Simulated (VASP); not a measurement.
Here is a VASP 6.6.1 calculation.

The input POSCAR:

```
K
1.0
    4.3104390000      0.0000000000      0.0000000000
    0.0000000000      4.3104390000      0.0000000000
    0.0000000000      0.0000000000      4.3104390000
K
1
Direct
    0.0000000000      0.0000000000      0.0000000000
```

File INCAR.step1:

```
PREC = Accurate ; ENCUT = 520
ISMEAR = 0 ; SIGMA = 0.01
LREAL = False ; LASPH = True
NELM = 80 ; NBANDS = 10
GGA = PE ; ALGO = Normal
EDIFF = 1E-4 ; LWAVE = True
LCHARG = False
```

File INCAR.step2:

```
PREC = Accurate ; ENCUT = 520
EDIFF = 1E-6 ; ISMEAR = 0
SIGMA = 0.01 ; LREAL = False
LASPH = True ; NELM = 80
ALGO = Normal ; ISIF = 2
LWAVE = False ; LCHARG = False
METAGGA = R2SCAN ; LMIXTAU = True
IVDW = 13 ; VDW_S6 = 1.0
VDW_S8 = 0.6018749 ; VDW_A1 = 0.51559235
VDW_A2 = 5.77342911 ; NBANDS = 10
ISTART = 1
```

Contents of KPOINTS:

```
Automatic mesh
0
Gamma
  5 5 5
```

Potentials or basis: VASP PAW PBE potentials, release 64 (K_sv).

The run is started by

```sh
$ cat potpaw_PBE.64/K_sv/POTCAR > POTCAR
$ cp INCAR.step1 INCAR
$ mpirun -np 1 vasp_std > vasp.out
$ cp INCAR.step2 INCAR
$ mpirun -np 1 vasp_std > vasp.out
```

Question: Predict the pressure.

Answer: 0.0 GPa.

Question: What does it give for the dispersion energy per atom?

Answer: -0.019 eV.

Caveat: the PAW data sets were made with another functional, which shifts forces and pressure a little; pairwise dispersion overbinds metals, which lowers pressure and volume.
